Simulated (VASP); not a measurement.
# GaN (I-4m2) in VASP: further runs, part 2 of 2

VASP 6.6.1. The steps go on from the part before.

### Step 3. Single point, r2SCAN (epitaxial xy strain -3.0%)

Contents of POSCAR:

```
GaN
1.0
    0.0000000000      2.1814839673      2.3186309995
    2.1814839673      0.0000000000      2.3186309995
    2.1814839673      2.1814839673      0.0000000000
Ga N
1 1
Direct
    0.0000000000      0.0000000000      0.0000000000
    0.2500000000      0.2500000000      0.2500000000
```

Contents of INCAR.step1:

```
SYSTEM = GaN
  PREC = Accurate
  ENCUT = 910
  ISMEAR = 0
  SIGMA = 0.01
  LREAL = .FALSE.
  LASPH = .TRUE.
  NELM = 120
  NBANDS = 16
  GGA = PE
  ALGO = Normal
  EDIFF = 1E-5
  LWAVE = .TRUE.
  LCHARG = .FALSE.
  GGA_COMPAT = .FALSE.
```

Contents of INCAR.step2:

```
SYSTEM = GaN
  PREC = Accurate
  ENCUT = 910
  EDIFF = 1E-6
  ISMEAR = 0
  SIGMA = 0.01
  LREAL = .FALSE.
  LASPH = .TRUE.
  NELM = 120
  ALGO = Normal
  ISIF = 2
  LWAVE = .FALSE.
  LCHARG = .TRUE.
  METAGGA = R2SCAN
  LMIXTAU = .TRUE.
  LELF = .TRUE.
  LVHAR = .TRUE.
  NBANDS = 16
  ISTART = 1
  GGA_COMPAT = .FALSE.
```

Contents of KPOINTS:

```
Automatic mesh
0
G
  10 10 10
  0 0 0
```

Potentials or basis: VASP PAW PBE potentials, release 64 (Ga_d, N_h).

On the command line:

```sh
> cat potpaw_PBE.64/Ga_d/POTCAR potpaw_PBE.64/N_h/POTCAR > POTCAR
> cp INCAR.step1 INCAR
> mpirun -np 1 vasp_std > vasp.out
> cp INCAR.step2 INCAR
> mpirun -np 1 vasp_std > vasp.out
```

OUTCAR:

```text
SYSTEM = GaN
   PREC = Accurate
   ENCUT = 910
   EDIFF = 1E-6
   ISMEAR = 0
   LREAL = .FALSE.
   LASPH = .TRUE.
   NELM = 120
   ISIF = 2
   METAGGA = R2SCAN
   ISTART = 1

 ion  position               nearest neighbor table
   1  0.000  0.000  0.000-   2 1.93   2 1.93   2 1.93   2 1.93
   2  0.250  0.250  0.250-   1 1.93   1 1.93   1 1.93   1 1.93

  LATTYP: Found a body centered tetragonal cell.
 ALAT       =     3.0850842127
 C/A-ratio  =     1.5031233118

  Lattice vectors:

 A1 = (  -2.1814839673,   0.0000000000,   2.3186309995)
 A2 = (   2.1814839673,   0.0000000000,   2.3186309995)
 A3 = (   0.0000000000,   2.1814839673,  -2.3186309995)

Analysis of symmetry for initial positions (statically):
=====================================================================
 Subroutine PRICEL returns:
 Original cell was already a primitive cell.

 Routine SETGRP: Setting up the symmetry group for a
 body centered tetragonal supercell.

 Subroutine GETGRP returns: Found  8 space group operations
 (whereof  8 operations were pure point group operations)
 out of a pool of 16 trial point group operations.

The static configuration has the point symmetry D_2d.

Analysis of symmetry for dynamics (positions and initial velocities):
=====================================================================
 Subroutine PRICEL returns:
 Original cell was already a primitive cell.

 Routine SETGRP: Setting up the symmetry group for a
 body centered tetragonal supercell.

 Subroutine GETGRP returns: Found  8 space group operations
 (whereof  8 operations were pure point group operations)
 out of a pool of 16 trial point group operations.

The dynamic configuration has the point symmetry D_2d.

 Subroutine INISYM returns: Found  8 space group operations
 (whereof  8 operations are pure point group operations),
 and found     1 'primitive' translations
[... 105 lines left out ...]
   PSTRESS=    0.0 pullay stress
   NELECT =      18.0000    total number of electrons
   NUPDOWN=      -1.0000    fix difference up-down
   EMIN   =  10.00;   EMAX   =-10.00  energy-range for DOS
   EFERMI =   0.00;   METHOD = LEGACY
   ISMEAR =     0;   SIGMA  =   0.01  broadening in eV -4-tet -1-fermi 0-gaus
   EFERMI_NEDOS =   21; number of points for ismear=-14 and -15
   IALGO  =     38    algorithm
   IMIX   =      4    mixing-type and parameters
     AMIX     =   0.40;   BMIX     =  1.00
     AMIX_MAG =   1.60;   BMIX_MAG =  1.00
  volume/ion in A,a.u.               =      11.03        74.46
  Fermi-wavevector in a.u.,A,eV,Ry     =   1.529597  2.890520 31.833114  2.339668
  Thomas-Fermi vector in A             =   2.637196
   LORBIT       =      0    0 simple, 1 ext, 2 COOP (PROOUT), +10 PAW based schemes
   METAGGA = R2SCAN    functional components
   LHFCALC =     F    Hartree Fock is set to
   AEXX    =    0.0000 exact exchange contribution
   IVDW    =     0    specifies the selected vdW correction
   LEPSILON=     F    determine dielectric tensor
   LRPA    =     F    only Hartree local field effects (RPA)
 non-spin polarized calculation
 Gauss-broadening in eV      SIGMA  =   0.01
  energy-cutoff  :      910.00
  volume of cell :       22.07
 maximum number of plane-waves:      1412
   NGX = 15   NGY = 15   NGZ = 15

 number of electron      18.0000001 magnetization

 Free energy of the ion-electron system (eV)
  ---------------------------------------------------
  ext. energy  EPLUGINS =         0.00000000
  ---------------------------------------------------
  free energy    TOTEN  =       -21.85376408 eV

  energy without entropy =      -21.85376408  energy(sigma->0) =      -21.85376408

 E-fermi :   5.9286     XC(G=0): -12.8470

 val. band max:        5.8362444786   @ k =   0.0000   0.0000   0.0000
 cond. band min:       8.0759634436   @ k =   0.0000   0.0000   0.0000
 fundamental gap:      2.2397189650
 Fermi energy:         5.9285606873

 k-point     1 :       0.0000    0.0000    0.0000
  band No.  band energies     occupation
      1     -11.3185      2.00000
      2      -8.1909      2.00000
      3      -8.1184      2.00000
      4      -8.1182      2.00000
      5      -7.7578      2.00000
      6      -7.7533      2.00000
[... 433 lines left out ...]
      3      -7.8688      2.00000
      4      -7.8687      2.00000
      5      -7.7018      2.00000
      6      -7.1029      2.00000
[... 8 lines left out ...]
     15      29.9249      0.00000
     16      29.9782      0.00000

 [... further k-points ...]
[... 5 lines left out ...]
  --------------------------------------------------------------------------------------
  -------------------------------------------------------------------------------------
  Total        1.3957324      1.3957324      0.1536619      0.0000000      0.0000000     -0.0000000
  in kB      101.3321045    101.3321045     11.1560682      0.0000000      0.0000000     -0.0000000
  external PRESSURE =      71.2734257 kB  Pullay stress =       0.0000000 kB

 VOLUME and BASIS-vectors are now :
 -----------------------------------------------------------------------------
  energy-cutoff  :      910.00
  volume of cell :       22.07
      direct lattice vectors                 reciprocal lattice vectors
     0.000000000  2.181483967  2.318630999    -0.229201776  0.229201776  0.215644490
     2.181483967  0.000000000  2.318630999     0.229201776 -0.229201776  0.215644490
     2.181483967  2.181483967  0.000000000     0.229201776  0.229201776 -0.215644490

 POSITION                                       TOTAL-FORCE (eV/Angst)
 -----------------------------------------------------------------------------------
      0.00000      0.00000      0.00000         0.000000      0.000000      0.000000
      1.09074      1.09074      1.15932        -0.000000     -0.000000      0.000000
 -----------------------------------------------------------------------------------
    total drift:                                0.000056      0.000056      0.000554

  FREE ENERGIE OF THE ION-ELECTRON SYSTEM (eV)
  ---------------------------------------------------
  free  energy   TOTEN  =       -21.8537640846 eV

  energy  without entropy=      -21.8537640846  energy(sigma->0) =      -21.85376408
```

OUTCAR.step1:

```text
SYSTEM = GaN
   PREC = Accurate
   ENCUT = 910
   ISMEAR = 0
   LREAL = .FALSE.
   LASPH = .TRUE.
[... 678 lines left out ...]
      0.00000      0.00000      0.00000         0.000000      0.000000     -0.000000
      1.09074      1.09074      1.15932         0.000000      0.000000      0.000000
 -----------------------------------------------------------------------------------
    total drift:                               -0.000001     -0.000001     -0.000007

  FREE ENERGIE OF THE ION-ELECTRON SYSTEM (eV)
  ---------------------------------------------------
  free  energy   TOTEN  =       -12.0839060837 eV

  energy  without entropy=      -12.0839060837  energy(sigma->0) =      -12.08390608
```

Wall time 2.2 min (1 thread of AMD EPYC 9R45 (Zen 5), shared host); peak memory 0.21 GiB.

What came out:

```yaml
Free_energy: -21.8538 eV
Pressure: 7.1 GPa
Band_gap_on_the_k_mesh: 2.24 eV
```

Levels at points of the mesh, in eV from the valence-band top:
```csv
k point,band 5,band 6,band 7,band 8,band 9,band 10,band 11,band 12,band 13,band 14
"(0.00, 0.00, 0.00)",-13.59,-13.59,-0.33,0.00,0.00,2.24,11.10,11.10,11.28,18.59
"(0.50, 0.00, 0.00)",-13.52,-12.45,-7.50,-1.40,-0.90,5.20,9.54,10.77,11.59,16.65
"(0.50, 0.50, 0.00)",-13.52,-12.30,-6.93,-2.68,-2.68,4.00,8.05,12.14,15.46,15.46
"(0.50, 0.00, 0.50)",-13.50,-11.97,-6.24,-3.18,-3.15,3.55,7.02,13.04,14.33,15.91
```

Caveat: the cell differs from its parent crystal (epitaxial xy strain -3.0%); the cutoff is under 1.25 times the usual one of these potentials, so pressure, stress and relaxed cells hold a basis-set (Pulay) error; the cell stands under pressure; the PAW data sets were made with another functional, which shifts forces and pressure a little.
